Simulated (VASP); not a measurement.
Input of a VASP 6.6.1 run:

File INCAR:

```
SYSTEM = Ag
PREC     = Accurate       ! precision mode
ENCUT    = 520            ! plane-wave cutoff, eV
EDIFF    = 1E-6           ! SCF threshold, eV
ISMEAR   = -1             ! smearing method
SIGMA    = 0.1            ! smearing width, eV
LREAL    = .FALSE.        ! projectors in reciprocal space
LASPH    = .TRUE.         ! aspherical terms in the spheres
NELM     = 80             ! most SCF steps
ALGO     = Normal         ! electronic algorithm
ISIF     = 2              ! what is computed and relaxed
LWAVE    = .FALSE.        ! write WAVECAR
LCHARG   = .FALSE.        ! write CHGCAR
GGA      = CA             ! functional
NBANDS   = 12             ! bands
```

The input KPOINTS:

```
regular mesh
0
G
  16 16 15
  0 0 0
```

The input POSCAR:

```
Ag
1.0
    2.7231657212      0.0000000000      0.0000000000
   -1.3615828606      2.3583306933      0.0000000000
    0.0000000000      0.0000000000      2.6535862238
Ag
1
Direct
    0.0000000000      0.0000000000      0.0000000000
```

Potentials or basis: VASP PAW LDA potentials, release 64 (Ag).

Command:

```bash
$ cat potpaw_LDA.64/Ag/POTCAR > POTCAR
$ mpirun -np 1 vasp_std > vasp.out
```

Problem. Predict the pressure.

Solution. 2.3 GPa.

Stress tensor (GPa, compression positive):
```
2.36 0.00 0.00
0.00 2.36 0.00
0.00 0.00 2.24
```
